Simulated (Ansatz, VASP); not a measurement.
## Two plane-wave programs on Mg3Te2O

```
CELL_PARAMETERS angstrom
4.17507 0.00000 0.00000
-2.08753 3.61572 0.00000
0.00000 0.00000 9.09377
ATOMIC_POSITIONS crystal
Mg 0.00000 0.00000 0.50000
Mg 0.33333 0.66667 0.00000
Mg 0.33333 0.66667 0.50000
Te 0.66667 0.33333 0.29310
Te 0.66667 0.33333 0.70690
O 0.00000 0.00000 0.00000
```

Change from the starting cell: species swapped into the Ce2CuGe3 type (P-6m2, No. 187).

Alike in both runs: functional PBE; k mesh 12 × 12 × 4; occupations gaussian, width 0.01 eV; no spin polarisation.

Ansatz relaxed the structure, and its values are those at the end. VASP's run is a single point on that final structure, the one shown.

```csv
,VASP,Ansatz
version,VASP 6.6.1,Ansatz 0.2.0
potentials or method,"VASP PAW PBE potentials, release 64 (Mg, Te, O), cutoff 520 eV","scalar-relativistic, plane waves, PAW"
valence electrons in the cell,24,68
```

Ansatz gave:

| Quantity | Value |
| --- | --- |
| gap on the k mesh at the Fermi level (eV) | 0.10 |
| least direct gap on the mesh (eV) | 0.34 |
| pressure (GPa) | 0.0 |
| rms of the force components (eV/Å) | 0.001 |

Problem. What did VASP give for the same quantities?

Solution. gap on the k mesh at the Fermi level (eV): 0.09; least direct gap on the mesh (eV): 0.32; pressure (GPa): 0.0; rms of the force components (eV/Å): 0.006.

With one functional, cell and mesh, what is left measures potentials, basis and numerics. VASP's potentials hold 24 valence electrons a cell and Ansatz's 68, so a difference there can come from the potentials and not from the codes.

Spin-orbit coupling is off throughout.
